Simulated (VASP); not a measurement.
A run of VASP 6.6.1 is set up as follows.

Contents of INCAR:

```
  PREC = Accurate
  ENCUT = 600
  EDIFF = 1E-6
  ISMEAR = 0
  SIGMA = 0.05
  LREAL = False
  LASPH = True
  NELM = 120
  ALGO = Normal
  ISIF = 2
  LWAVE = False
  LCHARG = True
  GGA = PE
  IVDW = 12
  LELF = True
  LVHAR = True
  NBANDS = 11
  GGA_COMPAT = False
```

File KPOINTS:

```
regular mesh
0
Gamma
  10 10 10
```

Contents of POSCAR:

```
AlN
1.0
    0.0000000000      2.0170931059      2.0170931059
    2.0170931059      0.0000000000      2.0170931059
    2.0170931059      2.0170931059      0.0000000000
Al N
1 1
Direct
    0.0000000000      0.0000000000      0.0000000000
    0.5000000000      0.5000000000      0.5000000000
```

Potentials or basis: VASP PAW PBE potentials, release 64 (Al, N).

Command:

```bash
$ cat potpaw_PBE.64/Al/POTCAR potpaw_PBE.64/N/POTCAR > POTCAR
$ mpirun -np 1 vasp_std > vasp.out
```

Estimate the band gap on the k mesh.

4.67 eV, indirect (least direct gap 5.78 eV).

What does it give for the dispersion energy per atom?

-0.342 eV.

What does it give for the pressure?

-0.2 GPa.

A k mesh can miss the band edges. As with any semilocal functional, this PBE gap is likely too small.
